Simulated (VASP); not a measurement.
GaSb, 2 atoms in the cell. The structure is cubic, space group F-43m (No. 216). Conventional cell: a = 6.223 Å, b = 6.223 Å, c = 6.223 Å, α = 90.00°, β = 90.00°, γ = 90.00°. Within 3.6 Å of Ga (site symmetry -43m) lie 4 Sb at 2.69 Å. Within 3.6 Å of Sb (site symmetry -43m) lie 4 Ga at 2.69 Å. 

```yaml
Program: VASP 6.6.1
Task: single point
Functional: PBE
Potentials_or_basis: VASP PAW PBE potentials, release 64 (Ga_d, Sb)
Cutoff: 520 eV
k_mesh: 8 × 8 × 8
Occupations: fermi-dirac, width 0.15 eV
Spin: no spin polarisation
Dipole_correction: no
Further_INCAR_settings: ALGO = Normal; EDIFF = 1e-06; NBANDS = 16
```

Potentials or basis: VASP PAW PBE potentials, release 64 (Ga_d, Sb).

Launch:

```bash
$ cat potpaw_PBE.64/Ga_d/POTCAR potpaw_PBE.64/Sb/POTCAR > POTCAR
$ mpirun -np 1 vasp_std > vasp.out
```

Hardware: 1 thread of Intel(R) Xeon(R) 6975P-C (Granite Rapids) (shared host).

Estimate the wall time of this run.

Wall time 15 s on 1 thread of Intel(R) Xeon(R) 6975P-C (Granite Rapids), with other jobs on the host, peak memory 0.21 GiB. Counts: scf iterations 13, k points 29.
